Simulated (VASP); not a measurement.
Here is a VASP 6.6.1 calculation.

File INCAR:

```
  ALGO = Normal
  EDIFF = 1E-7
  EDIFFG = -0.002
  ENCUT = 600
  GGA = PS
  IBRION = 2
  ISIF = 3
  ISMEAR = 0
  LASPH = T
  LCHARG = F
  LREAL = F
  LWAVE = F
  NELM = 100
  NSW = 100
  PREC = Accurate
  PSTRESS = -20.0
  SIGMA = 0.01
```

KPOINTS

```
k-points
0
Gamma
  8 8 8
```

Contents of POSCAR:

```
NaCl
1.0
    2.8009524961      2.8009524961      0.0000000000
   -2.8009524961      2.8009524961      0.0000000000
    0.0000000000      2.8009524961      2.8009524961
Na Cl
1 1
Direct
    0.0000000000      0.0000000000      0.0000000000
    0.5000000000      0.5000000000      0.0000000000
```

Potentials or basis: VASP PAW PBE potentials, release 64 (Na_pv, Cl).

The run is started by

```sh
$ cat potpaw_PBE.64/Na_pv/POTCAR potpaw_PBE.64/Cl/POTCAR > POTCAR
$ mpirun -np 1 vasp_std > vasp.out
```

Task: Estimate the space group after relaxing (to 0.1 Å).

Result: Fm-3m (No. 225).

Task: Estimate the relaxed volume.

Result: 24.24 Å³/atom.

The path:
| step | energy change (eV) | largest force (eV/Å) | pressure (GPa) | volume (Å³) |
| --- | --- | --- | --- | --- |
| 1 | 0.0000 | 0.0000 | 0.05 | 43.95 |
| 2 | 0.0051 | 0.0000 | -0.91 | 45.76 |
| 3 | 0.0493 | 0.0000 | -2.42 | 49.86 |
| 4 | 0.0322 | 0.0000 | -2.08 | 48.63 |
| 5 | 0.0291 | 0.0000 | -1.96 | 48.38 |
| 6 | 0.0302 | 0.0000 | -1.99 | 48.47 |

Caveat: the cell is relaxed towards a set pressure, so the run minimises the enthalpy, not the energy; the PAW data sets were made with another functional, which shifts forces and pressure a little. Zero-point motion and thermal expansion aren't in these numbers.
